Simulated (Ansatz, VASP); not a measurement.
SrTiO3: VASP beside Ansatz

```
Sr Ti O
1.0
     2.78801    1.60966    2.28988
    -2.78801    1.60966    2.28988
     0.00000   -3.21931    2.28988
Sr Ti O
1 1 3
Direct
  0.98546 0.98546 0.98546
  0.48242 0.48242 0.48242
  0.50592 0.50592 0.01063
  0.01063 0.50592 0.50592
  0.50592 0.01063 0.50592
```

Change from the starting cell: the structure that the rattled cell fell into.

Alike in both runs: task relaxation of cell and atoms; functional PBE; k mesh 6 × 6 × 6; occupations gaussian, width 0.02 eV; no spin polarisation.

```csv
,VASP,Ansatz
version,VASP 6.6.1,Ansatz 0.2.0
potentials or method,"VASP PAW PBE potentials, release 64 (Sr_sv, Ti_sv, O), cutoff 600 eV","scalar-relativistic, plane waves, PAW"
valence electrons in the cell,40,40
```

Ansatz gave:

* gap on the k mesh at the Fermi level, each at its own relaxed structure (eV): 2.22
* relaxed volume (Å³/atom): 12.31
* relaxed length of the cell vector where the two differ most in proportion (Å): 3.949

**Question.** Estimate VASP's values.

**Answer.** gap on the k mesh at the Fermi level, each at its own relaxed structure (eV): 2.12; relaxed volume (Å³/atom): 12.33; relaxed length of the cell vector where the two differ most in proportion (Å): 3.950.
